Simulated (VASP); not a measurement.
# W (Im-3m) in VASP: a series of runs

The runs below take W through electric field gradients, with PBE.

Everything below comes from runs of VASP 6.6.1. Logs are shortened: lines on timing, memory, paths and dates and some standing lists are left out, and cuts for length are marked.

**1. The cell of the first run**

It takes space group Im-3m (No. 229, cubic). Conventional cell: a = 3.140 Å, b = 3.140 Å, c = 3.140 Å, α = 90.00°, β = 90.00°, γ = 90.00°. W (site symmetry m-3m) has 14 W at 2.72 to 3.14 Å within 3.6 Å.

**2. Electric field gradients, PBE (volume scaled by 0.95)**

INCAR reads:

```
  PREC = Accurate
  ENCUT = 520
  EDIFF = 1E-8
  ISMEAR = -1
  SIGMA = 0.03
  LREAL = F
  LASPH = T
  NELM = 60
  ALGO = Normal
  ISIF = 2
  LWAVE = F
  LCHARG = F
  GGA = PE
  LEFG = T
  NBANDS = 13
```

KPOINTS reads:

```
regular mesh
0
Gamma
  14 14 14
```

POSCAR reads:

```
W
1.0
   -1.5702218875      1.5702218875      1.5702218875
    1.5702218875     -1.5702218875      1.5702218875
    1.5702218875      1.5702218875     -1.5702218875
W
1
Direct
    0.0000000000      0.0000000000      0.0000000000
```

Potentials or basis: VASP PAW PBE potentials, release 64 (W_sv).

On the command line:

```console
cat potpaw_PBE.64/W_sv/POTCAR > POTCAR
mpirun -np 1 vasp_std > vasp.out
```

OUTCAR:

```text
PREC = Accurate
   ENCUT = 520
   EDIFF = 1E-8
   ISMEAR = -1
   LREAL = F
   LASPH = T
   NELM = 60
   ISIF = 2
   GGA = PE

 ion  position               nearest neighbor table
   1  0.000  0.000  0.000-

  LATTYP: Found a body centered cubic cell.
 ALAT       =     3.1404437750

  Lattice vectors:

 A1 = (  -1.5702218875,   1.5702218875,   1.5702218875)
 A2 = (   1.5702218875,  -1.5702218875,   1.5702218875)
 A3 = (   1.5702218875,   1.5702218875,  -1.5702218875)

Analysis of symmetry for initial positions (statically):
=====================================================================
 Subroutine PRICEL returns:
 Original cell was already a primitive cell.

 Routine SETGRP: Setting up the symmetry group for a
 body centered cubic supercell.

 Subroutine GETGRP returns: Found 48 space group operations
 (whereof 48 operations were pure point group operations)
 out of a pool of 48 trial point group operations.

The static configuration has the point symmetry O_h .

Analysis of symmetry for dynamics (positions and initial velocities):
=====================================================================
 Subroutine PRICEL returns:
 Original cell was already a primitive cell.

 Routine SETGRP: Setting up the symmetry group for a
 body centered cubic supercell.

 Subroutine GETGRP returns: Found 48 space group operations
 (whereof 48 operations were pure point group operations)
 out of a pool of 48 trial point group operations.

The dynamic configuration has the point symmetry O_h .

 Subroutine INISYM returns: Found 48 space group operations
 (whereof 48 operations are pure point group operations),
 and found     1 'primitive' translations

----------------------------------------------------------------------------------------

                                     Primitive cell

  volume of cell :      15.4861

  direct lattice vectors                    reciprocal lattice vectors
    -1.570221888  1.570221888  1.570221888     0.000000000  0.318426335  0.318426335
     1.570221888 -1.570221888  1.570221888     0.318426335  0.000000000  0.318426335
[... 118 lines left out ...]
   NGX = 11   NGY = 11   NGZ = 11

 number of electron      14.0000005 magnetization

 Free energy of the ion-electron system (eV)
  ---------------------------------------------------
  ext. energy  EPLUGINS =         0.00000000
  ---------------------------------------------------
  free energy    TOTEN  =       -12.91683409 eV

  energy without entropy =      -12.91376152  energy(sigma->0) =      -12.91529781

 E-fermi :  11.9027     XC(G=0): -13.7755

 val. band max:       11.8924059421   @ k =   0.4286   0.0714   0.0000
 cond. band min:      11.9150607518   @ k =   0.5000   0.5000   0.2857
 fundamental gap:      0.0226548096
 Fermi energy:        11.9026834485

 k-point     1 :       0.0000    0.0000    0.0000
  band No.  band energies     occupation
      1     -62.3815      2.00000
      2     -25.9059      2.00000
      3     -25.9059      2.00000
      4     -25.9059      2.00000
      5       2.0193      2.00000
      6      10.5097      2.00000
      7      10.5097      2.00000
      8      10.5097      2.00000
      9      14.0972      0.00000
     10      14.0972      0.00000
     11      26.3553      0.00000
     12      26.3553      0.00000
     13      26.3553      0.00000
[... 354 lines left out ...]
  band No.  band energies     occupation
      1     -62.2149      2.00000
      2     -26.9747      2.00000
      3     -26.7628      2.00000
      4     -26.0806      2.00000
      5       7.2142      2.00000
      6       8.7121      2.00000
      7       9.4541      2.00000
      8      14.3450      0.00000
      9      14.9683      0.00000
     10      20.3951      0.00000
     11      22.2938      0.00000
     12      24.3659      0.00000
     13      29.2028      0.00000

 [... further k-points ...]
[... 5 lines left out ...]
  --------------------------------------------------------------------------------------
  -------------------------------------------------------------------------------------
  Total        1.4179781      1.4179781      1.4179781     -0.0000000      0.0000000      0.0000000
  in kB      146.7023422    146.7023422    146.7023422     -0.0000000      0.0000000      0.0000000
  external PRESSURE =     146.7023422 kB  Pullay stress =       0.0000000 kB

 VOLUME and BASIS-vectors are now :
 -----------------------------------------------------------------------------
  energy-cutoff  :      520.00
  volume of cell :       15.49
      direct lattice vectors                 reciprocal lattice vectors
    -1.570221888  1.570221888  1.570221888     0.000000000  0.318426335  0.318426335
     1.570221888 -1.570221888  1.570221888     0.318426335  0.000000000  0.318426335
     1.570221888  1.570221888 -1.570221888     0.318426335  0.318426335  0.000000000

 POSITION                                       TOTAL-FORCE (eV/Angst)
 -----------------------------------------------------------------------------------
      0.00000      0.00000      0.00000         0.000000      0.000000     -0.000000
 -----------------------------------------------------------------------------------
    total drift:                                0.000000     -0.000000      0.000000

  FREE ENERGIE OF THE ION-ELECTRON SYSTEM (eV)
  ---------------------------------------------------
  free  energy   TOTEN  =       -12.9168340908 eV

  energy  without entropy=      -12.9137615225  energy(sigma->0) =      -12.91529781

 Electric field gradients (V/A^2)
---------------------------------------------------------------------
 ion       V_xx      V_yy      V_zz      V_xy      V_xz      V_yz
---------------------------------------------------------------------
   1       0.000     0.000    -0.000     0.000     0.000     0.000
---------------------------------------------------------------------

 Electric field gradients after diagonalization (V/A^2)
 (convention: |V_zz| > |V_xx| > |V_yy|)
----------------------------------------------------------------------
 ion       V_xx      V_yy      V_zz     asymmetry (V_yy - V_xx)/ V_zz
----------------------------------------------------------------------
   1      -0.000    -0.000     0.001       0.000
----------------------------------------------------------------------

           NMR quadrupolar parameters

 Cq : quadrupolar parameter    Cq=e*Q*V_zz/h
 eta: asymmetry parameters     (V_yy - V_xx)/ V_zz
 Q  : nuclear electric quadrupole moment in mb (millibarn)
----------------------------------------------------------------------
 ion       Cq(MHz)       eta       Q (mb)
----------------------------------------------------------------------
   1       0.000       0.000       1.000
----------------------------------------------------------------------
```

Wall time 12 s (1 thread of Intel Xeon Platinum 8488C (Sapphire Rapids), shared host); peak memory 0.13 GiB.

What came out:

* Free energy: -12.9168 eV
* Pressure: 14.7 GPa
* Band gap on the k mesh: zero (band 7 reaches 17.11 eV, above the bottom of band 8 at 10.51 eV)

Levels at points of the mesh, in eV from the Fermi level:
```csv
k point,band 4,band 5,band 6,band 7,band 8,band 9,band 10,band 11
"(0.00, 0.00, 0.00)",-37.81,-9.88,-1.39,-1.39,-1.39,2.19,2.19,14.45
"(0.50, 0.00, 0.00)",-37.82,-6.55,-3.81,0.64,2.10,3.11,6.24,11.35
"(0.50, 0.50, 0.50)",-38.78,-6.15,-6.15,5.21,5.21,5.21,8.32,8.32
```

Caveat: without QUAD_EFG the Cq values of the log hold for a quadrupole moment of 1 mb, not for the nuclei; spin-orbit coupling is left out, which moves the levels of the heavy elements.

**3. Electric field gradients, PBE (volume scaled by 0.975)**

INCAR reads:

```
SYSTEM = W
PREC = Accurate
ENCUT = 520
EDIFF = 1E-8
ISMEAR = -1
SIGMA = 0.03
LREAL = .FALSE.
LASPH = .TRUE.
NELM = 100
ALGO = Normal
ISIF = 2
LWAVE = .FALSE.
LCHARG = .FALSE.
GGA = PE
LEFG = .TRUE.
NBANDS = 13
```

KPOINTS reads:

```
Automatic mesh
0
G
  14 14 14
  0 0 0
```

POSCAR reads:

```
W
1.0
   -1.5838766763      1.5838766763      1.5838766763
    1.5838766763     -1.5838766763      1.5838766763
    1.5838766763      1.5838766763     -1.5838766763
W
1
Direct
    0.0000000000      0.0000000000      0.0000000000
```

Potentials or basis: VASP PAW PBE potentials, release 64 (W_sv).

On the command line:

```console
cat potpaw_PBE.64/W_sv/POTCAR > POTCAR
mpirun -np 1 vasp_std > vasp.out
```

OUTCAR:

```text
SYSTEM = W
   PREC = Accurate
   ENCUT = 520
   EDIFF = 1E-8
   ISMEAR = -1
   LREAL = .FALSE.
   LASPH = .TRUE.
   NELM = 100
   ISIF = 2
   GGA = PE

 ion  position               nearest neighbor table
   1  0.000  0.000  0.000-

  LATTYP: Found a body centered cubic cell.
 ALAT       =     3.1677533526

  Lattice vectors:

 A1 = (  -1.5838766763,   1.5838766763,   1.5838766763)
[... 590 lines left out ...]
    total drift:                                0.000000     -0.000000      0.000000

  FREE ENERGIE OF THE ION-ELECTRON SYSTEM (eV)
  ---------------------------------------------------
  free  energy   TOTEN  =       -12.9428876581 eV

  energy  without entropy=      -12.9404770992  energy(sigma->0) =      -12.94168238

 Electric field gradients (V/A^2)
---------------------------------------------------------------------
 ion       V_xx      V_yy      V_zz      V_xy      V_xz      V_yz
---------------------------------------------------------------------
   1       0.000     0.000    -0.000     0.001     0.001     0.001
---------------------------------------------------------------------

 Electric field gradients after diagonalization (V/A^2)
 (convention: |V_zz| > |V_xx| > |V_yy|)
----------------------------------------------------------------------
 ion       V_xx      V_yy      V_zz     asymmetry (V_yy - V_xx)/ V_zz
----------------------------------------------------------------------
   1      -0.001    -0.001     0.001       0.000
----------------------------------------------------------------------

           NMR quadrupolar parameters

 Cq : quadrupolar parameter    Cq=e*Q*V_zz/h
 eta: asymmetry parameters     (V_yy - V_xx)/ V_zz
 Q  : nuclear electric quadrupole moment in mb (millibarn)
----------------------------------------------------------------------
 ion       Cq(MHz)       eta       Q (mb)
----------------------------------------------------------------------
   1       0.000       0.000       1.000
----------------------------------------------------------------------
```

OSZICAR:

```text
N       E                     dE             d eps       ncg     rms          rms(c)
DAV:   1     0.875665731573E+02    0.87567E+02   -0.74423E+03  2717   0.123E+03
DAV:   2    -0.119163125233E+02   -0.99483E+02   -0.95675E+02  3004   0.322E+02
DAV:   3    -0.135610986021E+02   -0.16448E+01   -0.16391E+01  2869   0.404E+01
DAV:   4    -0.135680966662E+02   -0.69981E-02   -0.69979E-02  3044   0.283E+00
DAV:   5    -0.135681517523E+02   -0.55086E-04   -0.55086E-04  2974   0.242E-01    0.208E+01
DAV:   6    -0.130791631052E+02    0.48899E+00   -0.40704E-01  2799   0.857E+00    0.835E+00
DAV:   7    -0.129472288956E+02    0.13193E+00   -0.22011E-01  2979   0.599E+00    0.673E-01
DAV:   8    -0.129428837548E+02    0.43451E-02   -0.41705E-03  2769   0.831E-01    0.778E-02
DAV:   9    -0.129428936711E+02   -0.99164E-05   -0.71105E-05  3067   0.102E-01    0.500E-02
DAV:  10    -0.129428871173E+02    0.65539E-05   -0.11422E-05  2904   0.475E-02    0.988E-03
DAV:  11    -0.129428878862E+02   -0.76892E-06   -0.23171E-07  2894   0.552E-03    0.620E-04
DAV:  12    -0.129428876903E+02    0.19583E-06   -0.62268E-09  2087   0.932E-04    0.167E-04
DAV:  13    -0.129428876504E+02    0.39961E-07   -0.43453E-10  1462   0.298E-04    0.469E-05
DAV:  14    -0.129428876581E+02   -0.77405E-08   -0.52991E-11  1407   0.100E-04
   1 F= -.12942888E+02 E0= -.12941682E+02  d E =-.241056E-02
```

stdout:

```text
POSCAR found type information on POSCAR W
 POSCAR found :  1 types and       1 ions
 scaLAPACK will be used
 LDA part: xc-table for (Slater+PW92), standard interpolation
 POSCAR, INCAR and KPOINTS ok, starting setup
 FFT: planning ... GRIDC
 FFT: planning ... GRID_SOFT
 FFT: planning ... GRID
 WAVECAR not read
 entering main loop
ion   1
```

It took 14 s on 1 thread of Intel Xeon Platinum 8488C (Sapphire Rapids), shared host; peak memory 0.14 GiB.

What came out:

```
Free energy            : -12.9429 eV
Pressure               : 5.8 GPa
Band gap on the k mesh : zero (band 7 reaches 16.54 eV, above the bottom of band 8 at 10.17 eV)
```

Levels at points of the mesh, in eV from the Fermi level:
| k point | band 5 | band 6 | band 7 | band 8 | band 9 | band 10 |
| --- | --- | --- | --- | --- | --- | --- |
| (0.00, 0.00, 0.00) | -9.72 | -1.33 | -1.33 | -1.33 | 2.15 | 2.15 |
| (0.50, 0.00, 0.00) | -6.36 | -3.66 | 0.57 | 2.04 | 3.02 | 6.02 |
| (0.50, 0.50, 0.50) | -5.91 | -5.91 | 5.04 | 5.04 | 5.04 | 8.13 |

Caveat: without QUAD_EFG the Cq values of the log hold for a quadrupole moment of 1 mb, not for the nuclei; spin-orbit coupling is left out, which moves the levels of the heavy elements.
